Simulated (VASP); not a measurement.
# In3SbTe2 (P-3m1) in VASP: notebook, part 2 of 2

VASP 6.6.1. Earlier steps stand in the parts before.

**4. Single point, PBE (28.41 Å³/atom)**

This run uses another cell than the first one, of 28.41 Å³/atom.

The input, INCAR:

```
SYSTEM = In3SbTe2
ALGO = Normal ; EDIFF = 1E-7
ENCUT = 520 ; GGA = PE
ISIF = 2 ; ISMEAR = 0
LASPH = .TRUE. ; LCHARG = .FALSE.
LREAL = .FALSE. ; LWAVE = .FALSE.
NBANDS = 37 ; NELM = 100
PREC = Accurate ; SIGMA = 0.1
```

The input, KPOINTS:

```
k-points
0
G
  9 9 4
  0 0 0
```

The input, POSCAR:

```
In3SbTe2
1.0
    4.3306231416      0.0000000000      0.0000000000
   -2.1653115708      3.7504296549      0.0000000000
    0.0000000000      0.0000000000     10.4969375524
In Sb Te
3 1 2
Direct
    0.0000000000      0.0000000000      0.5000000000
    0.3333333333      0.6666666667      0.1557731913
    0.6666666667      0.3333333333      0.8442268087
    0.0000000000      0.0000000000      0.0000000000
    0.3333333333      0.6666666667      0.6696310335
    0.6666666667      0.3333333333      0.3303689665
```

Potentials or basis: VASP PAW PBE potentials, release 64 (In_d, Sb, Te).

Command:

```
$ cat potpaw_PBE.64/In_d/POTCAR potpaw_PBE.64/Sb/POTCAR potpaw_PBE.64/Te/POTCAR > POTCAR
$ mpirun -np 1 vasp_std > vasp.out
```

OUTCAR:

```text
SYSTEM = In3SbTe2
   EDIFF = 1E-7
   ENCUT = 520
   GGA = PE
   ISIF = 2
   ISMEAR = 0
   LASPH = .TRUE.
   LREAL = .FALSE.
   NELM = 100
   PREC = Accurate

 ion  position               nearest neighbor table
   1  0.000  0.000  0.500-   5 3.07   6 3.07   6 3.07   5 3.07   6 3.07   5 3.07
   2  0.333  0.667  0.156-   4 2.99   4 2.99   4 2.99   6 3.10   6 3.10   6 3.10
   3  0.667  0.333  0.844-   4 2.99   4 2.99   4 2.99   5 3.10   5 3.10   5 3.10
   4  0.000  0.000  0.000-   2 2.99   3 2.99   3 2.99   2 2.99   3 2.99   2 2.99
   5  0.333  0.667  0.670-   1 3.07   1 3.07   1 3.07   3 3.10   3 3.10   3 3.10
   6  0.667  0.333  0.330-   1 3.07   1 3.07   1 3.07   2 3.10   2 3.10   2 3.10

  LATTYP: Found a hexagonal cell.
 ALAT       =     4.3306231416
 C/A-ratio  =     2.4238861728

  Lattice vectors:

 A1 = (   4.3306231416,   0.0000000000,   0.0000000000)
 A2 = (  -2.1653115708,   3.7504296549,   0.0000000000)
 A3 = (   0.0000000000,   0.0000000000,  10.4969375524)

Analysis of symmetry for initial positions (statically):
=====================================================================
 Subroutine PRICEL returns:
 Original cell was already a primitive cell.

 Routine SETGRP: Setting up the symmetry group for a
 hexagonal supercell.

 Subroutine GETGRP returns: Found 12 space group operations
 (whereof 12 operations were pure point group operations)
 out of a pool of 24 trial point group operations.

The static configuration has the point symmetry D_3d.

Analysis of symmetry for dynamics (positions and initial velocities):
=====================================================================
 Subroutine PRICEL returns:
 Original cell was already a primitive cell.

 Routine SETGRP: Setting up the symmetry group for a
 hexagonal supercell.

 Subroutine GETGRP returns: Found 12 space group operations
[... 131 lines left out ...]
     AMIX_MAG =   1.60;   BMIX_MAG =  1.00
  volume/ion in A,a.u.               =      28.41       191.75
  Fermi-wavevector in a.u.,A,eV,Ry     =   1.129552  2.134543 17.359501  1.275887
  Thomas-Fermi vector in A             =   2.266246
   LORBIT       =      0    0 simple, 1 ext, 2 COOP (PROOUT), +10 PAW based schemes
   GGA     = PE    functional components
   LHFCALC =     F    Hartree Fock is set to
   AEXX    =    0.0000 exact exchange contribution
   IVDW    =     0    specifies the selected vdW correction
   LEPSILON=     F    determine dielectric tensor
   LRPA    =     F    only Hartree local field effects (RPA)
 non-spin polarized calculation
 Gauss-broadening in eV      SIGMA  =   0.10
  energy-cutoff  :      520.00
  volume of cell :      170.49
 maximum number of plane-waves:      4618
   NGX = 17   NGY = 17   NGZ = 39

 number of electron      56.0000005 magnetization

 Free energy of the ion-electron system (eV)
  ---------------------------------------------------
  ext. energy  EPLUGINS =         0.00000000
  ---------------------------------------------------
  free energy    TOTEN  =       -19.25913107 eV

  energy without entropy =      -19.25197132  energy(sigma->0) =      -19.25555120

 E-fermi :   7.1242     XC(G=0):  -9.7984

 val. band max:        7.0767534662   @ k =  -0.2222  -0.4444   0.2500
 cond. band min:       7.1751077387   @ k =   0.2222   0.2222   0.5000
 fundamental gap:      0.0983542725
 Fermi energy:         7.1241831055

 k-point     1 :       0.0000    0.0000    0.0000
  band No.  band energies     occupation
      1      -7.5500      2.00000
      2      -7.5500      2.00000
      3      -7.5176      2.00000
      4      -7.5176      2.00000
      5      -7.5108      2.00000
      6      -7.5004      2.00000
[... 949 lines left out ...]
     36      11.6142      0.00000
     37      11.9651      0.00000

 [... further k-points ...]

------------------------ aborting loop because EDIFF is reached ----------------------------------------

  FORCE on cell =-STRESS in cart. coord.  units (eV):
  Direction    XX          YY          ZZ          XY          YZ          ZX
  --------------------------------------------------------------------------------------
  -------------------------------------------------------------------------------------
  Total        3.2493018      3.2493018      3.2528049     -0.0000000     -0.0000000     -0.0000000
  in kB       30.5356104     30.5356104     30.5685311     -0.0000000     -0.0000000     -0.0000000
  external PRESSURE =      30.5465840 kB  Pullay stress =       0.0000000 kB

 VOLUME and BASIS-vectors are now :
 -----------------------------------------------------------------------------
  energy-cutoff  :      520.00
  volume of cell :      170.49
      direct lattice vectors                 reciprocal lattice vectors
     4.330623142  0.000000000  0.000000000     0.230913651  0.133318058  0.000000000
    -2.165311571  3.750429655  0.000000000     0.000000000  0.266636117  0.000000000
     0.000000000  0.000000000 10.496937552     0.000000000  0.000000000  0.095265881

 POSITION                                       TOTAL-FORCE (eV/Angst)
 -----------------------------------------------------------------------------------
      0.00000      0.00000      5.24847        -0.000000      0.000000      0.000000
     -0.00000      2.50029      1.63514         0.000000      0.000000     -0.002085
      2.16531      1.25014      8.86180        -0.000000      0.000000      0.002085
      0.00000      0.00000      0.00000        -0.000000      0.000000      0.000000
     -0.00000      2.50029      7.02908         0.000000      0.000000     -0.002190
      2.16531      1.25014      3.46786        -0.000000     -0.000000      0.002190
 -----------------------------------------------------------------------------------
    total drift:                               -0.000000      0.000000      0.000000

  FREE ENERGIE OF THE ION-ELECTRON SYSTEM (eV)
  ---------------------------------------------------
  free  energy   TOTEN  =       -19.2591310726 eV

  energy  without entropy=      -19.2519713235  energy(sigma->0) =      -19.25555120
```

stdout:

```text
POSCAR found type information on POSCAR InSbTe
 POSCAR found :  3 types and       6 ions
 scaLAPACK will be used
 LDA part: xc-table for (Slater+PW92), standard interpolation
 POSCAR, INCAR and KPOINTS ok, starting setup
 FFT: planning ... GRIDC
 FFT: planning ... GRID_SOFT
 FFT: planning ... GRID
 WAVECAR not read
 entering main loop
```

It took 1.9 min on 1 thread of Intel Xeon 6975P-C (Granite Rapids), shared host; peak memory 0.43 GiB.

Results:

- Free energy: -19.2591 eV
- Pressure: 3.1 GPa
- Band gap on the k mesh: zero (bands 28 and 29 overlap by 1.61 eV)

Forces in eV/Å, atoms in the order of the input:
```
In   0.000  0.000  0.000
In   0.000  0.000 -0.002
In   0.000  0.000  0.002
Sb   0.000  0.000  0.000
Te   0.000  0.000 -0.002
Te   0.000  0.000  0.002
```

Caveat: the cell stands under pressure; spin-orbit coupling is left out, which moves the levels of the heavy elements.

**5. Single point, PBE (29.32 Å³/atom)**

This run uses another cell than the first one, of 29.32 Å³/atom.

The input, INCAR:

```
  PREC = Accurate
  ENCUT = 520
  EDIFF = 1E-6
  ISMEAR = 0
  SIGMA = 0.1
  LREAL = F
  LASPH = T
  NELM = 100
  ALGO = Normal
  ISIF = 2
  LWAVE = F
  LCHARG = F
  GGA = PE
  NBANDS = 37
```

The input, KPOINTS:

```
regular mesh
0
Gamma
  9 9 4
```

The input, POSCAR:

```
In3SbTe2
1.0
    4.3760449193      0.0000000000      0.0000000000
   -2.1880224596      3.7897660682      0.0000000000
    0.0000000000      0.0000000000     10.6082497611
In Sb Te
3 1 2
Direct
    0.0000000000      0.0000000000      0.5000000000
    0.3333333333      0.6666666667      0.1554292193
    0.6666666667      0.3333333333      0.8445707807
    0.0000000000      0.0000000000      0.0000000000
    0.3333333333      0.6666666667      0.6700565976
    0.6666666667      0.3333333333      0.3299434024
```

Command:

```
$ cat potpaw_PBE.64/In_d/POTCAR potpaw_PBE.64/Sb/POTCAR potpaw_PBE.64/Te/POTCAR > POTCAR
$ mpirun -np 1 vasp_std > vasp.out
```

It took 1.9 min on 1 thread of Intel Xeon 6975P-C (Granite Rapids), shared host; peak memory 0.46 GiB.

It converged, with:

```yaml
Free_energy: -19.3344 eV
Pressure: 1.4 GPa
Band_gap_on_the_k_mesh: zero (bands 28 and 29 overlap by 1.54 eV)
```

Forces on the atoms (eV/Å):
```
In   0.000  0.000  0.000
In   0.000  0.000 -0.001
In   0.000  0.000  0.001
Sb   0.000  0.000  0.000
Te   0.000  0.000 -0.003
Te   0.000  0.000  0.003
```

Levels at points of the mesh, in eV from the Fermi level:
```csv
k point,band 24,band 25,band 26,band 27,band 28,band 29,band 30,band 31,band 32,band 33
"(0.00, 0.00, 0.00)",-1.23,-1.23,-0.99,-0.14,-0.14,1.42,1.44,2.68,2.68,2.83
"(0.00, 0.00, 0.50)",-1.22,-1.22,-0.13,-0.13,0.51,0.70,1.58,2.16,2.16,2.58
```

Caveat: spin-orbit coupling is left out, which moves the levels of the heavy elements.

**6. Single point, PBE**

This run uses another cell than the first one, of 30.23 Å³/atom.

The input, INCAR:

```
PREC = Accurate
ENCUT = 520
EDIFF = 1E-6
ISMEAR = 0
SIGMA = 0.1
LREAL = F
LASPH = T
NELM = 80
ALGO = Normal
ISIF = 2
LWAVE = F
LCHARG = F
GGA = PE
NBANDS = 37
```

KPOINTS is that of step 5.

The input, POSCAR:

```
In3SbTe2
1.0
    4.4203420857      0.0000000000      0.0000000000
   -2.2101710429      3.8281285396      0.0000000000
    0.0000000000      0.0000000000     10.7182475675
In Sb Te
3 1 2
Direct
    0.0000000000      0.0000000000      0.5000000000
    0.3333333333      0.6666666667      0.1550972649
    0.6666666667      0.3333333333      0.8449027351
    0.0000000000      0.0000000000      0.0000000000
    0.3333333333      0.6666666667      0.6704695019
    0.6666666667      0.3333333333      0.3295304981
```

Potentials or basis: VASP PAW PBE potentials, release 64 (In_d, Sb, Te).

Command:

```
$ cat potpaw_PBE.64/In_d/POTCAR potpaw_PBE.64/Sb/POTCAR potpaw_PBE.64/Te/POTCAR > POTCAR
$ mpirun -np 1 vasp_std > vasp.out
```

OUTCAR:

```text
PREC = Accurate
   ENCUT = 520
   EDIFF = 1E-6
   ISMEAR = 0
   LREAL = F
   LASPH = T
   NELM = 80
   ISIF = 2
   GGA = PE

 ion  position               nearest neighbor table
   1  0.000  0.000  0.500-   5 3.14   6 3.14   5 3.14   6 3.14   6 3.14   5 3.14
   2  0.333  0.667  0.155-   4 3.05   4 3.05   4 3.05   6 3.16   6 3.16   6 3.16
   3  0.667  0.333  0.845-   4 3.05   4 3.05   4 3.05   5 3.16   5 3.16   5 3.16
   4  0.000  0.000  0.000-   2 3.05   3 3.05   2 3.05   3 3.05   3 3.05   2 3.05
   5  0.333  0.667  0.670-   1 3.14   1 3.14   1 3.14   3 3.16   3 3.16   3 3.16
   6  0.667  0.333  0.330-   1 3.14   1 3.14   1 3.14   2 3.16   2 3.16   2 3.16
[... 1169 lines left out ...]
  Total       -0.0570694     -0.0570694     -0.0691471      0.0000000      0.0000000      0.0000000
  in kB       -0.5041361     -0.5041361     -0.6108272      0.0000000      0.0000000      0.0000000
  external PRESSURE =      -0.5396998 kB  Pullay stress =       0.0000000 kB

 VOLUME and BASIS-vectors are now :
 -----------------------------------------------------------------------------
  energy-cutoff  :      520.00
  volume of cell :      181.37
      direct lattice vectors                 reciprocal lattice vectors
     4.420342086  0.000000000  0.000000000     0.226226835  0.130612124  0.000000000
    -2.210171043  3.828128540  0.000000000     0.000000000  0.261224248  0.000000000
     0.000000000  0.000000000 10.718247568     0.000000000  0.000000000  0.093298834

 POSITION                                       TOTAL-FORCE (eV/Angst)
 -----------------------------------------------------------------------------------
      0.00000      0.00000      5.35912        -0.000000      0.000000      0.000000
     -0.00000      2.55209      1.66237         0.000000     -0.000000      0.000970
      2.21017      1.27604      9.05588        -0.000000      0.000000     -0.000970
      0.00000      0.00000      0.00000        -0.000000      0.000000      0.000000
     -0.00000      2.55209      7.18626         0.000000      0.000000     -0.000059
      2.21017      1.27604      3.53199         0.000000     -0.000000      0.000059
 -----------------------------------------------------------------------------------
    total drift:                                0.000000     -0.000000      0.000000

  FREE ENERGIE OF THE ION-ELECTRON SYSTEM (eV)
  ---------------------------------------------------
  free  energy   TOTEN  =       -19.3571278374 eV

  energy  without entropy=      -19.3482868903  energy(sigma->0) =      -19.35270736
```

stdout:

```text
POSCAR found type information on POSCAR InSbTe
 POSCAR found :  3 types and       6 ions
 scaLAPACK will be used
 LDA part: xc-table for (Slater+PW92), standard interpolation
 POSCAR, INCAR and KPOINTS ok, starting setup
 FFT: planning ... GRIDC
 FFT: planning ... GRID_SOFT
 FFT: planning ... GRID
 WAVECAR not read
 entering main loop
```

Run time: 1.8 min. Hardware: 1 thread of Intel Xeon 6975P-C (Granite Rapids), shared host; peak memory 0.47 GiB.

What came out:

- Free energy: -19.3571 eV
- Pressure: -0.1 GPa
- Band gap on the k mesh: zero (bands 28 and 29 overlap by 1.46 eV)

Levels at points of the mesh, in eV from the Fermi level:
```
           k point  band 25  band 26  band 27  band 28  band 29  band 30  band 31  band 32
(0.00, 0.00, 0.00)    -1.17    -0.94    -0.13    -0.13     1.33     1.44     2.69     2.69
(0.00, 0.00, 0.50)    -1.16    -0.12    -0.12     0.40     0.65     1.58     2.20     2.20
```

Caveat: spin-orbit coupling is left out, which moves the levels of the heavy elements.

**7. Summary**

```csv
cell,gap on the mesh (eV),pressure (GPa)
"a = 4.237, b = 4.237, c = 10.264 Å, angles 90.0, 90.0, 120.0°, 6 atoms, atomic positions A",none,7.5
"a = 4.284, b = 4.284, c = 10.382 Å, angles 90.0, 90.0, 120.0°, 6 atoms, atomic positions B",none,5.1
"a = 4.331, b = 4.331, c = 10.497 Å, angles 90.0, 90.0, 120.0°, 6 atoms, atomic positions C",none,3.1
"a = 4.376, b = 4.376, c = 10.608 Å, angles 90.0, 90.0, 120.0°, 6 atoms, atomic positions D",none,1.4
"a = 4.420, b = 4.420, c = 10.718 Å, angles 90.0, 90.0, 120.0°, 6 atoms, atomic positions E",none,-0.1
```

Alike in all rows: task single point; level PBE; potentials or basis VASP PAW PBE potentials, release 64 (In_d, Sb, Te); no spin polarisation; k mesh 9 × 9 × 4; cutoff (eV) 520; smearing gaussian 0.1 eV.

Caveats: spin-orbit coupling is left out, which moves the levels of the heavy elements; the cell stands under pressure (at least some runs).

Total energies depend on the potentials used, so only differences within one code and one set of settings carry meaning.

The gap in the log of VASP goes by the Fermi energy; the results here count the filled bands.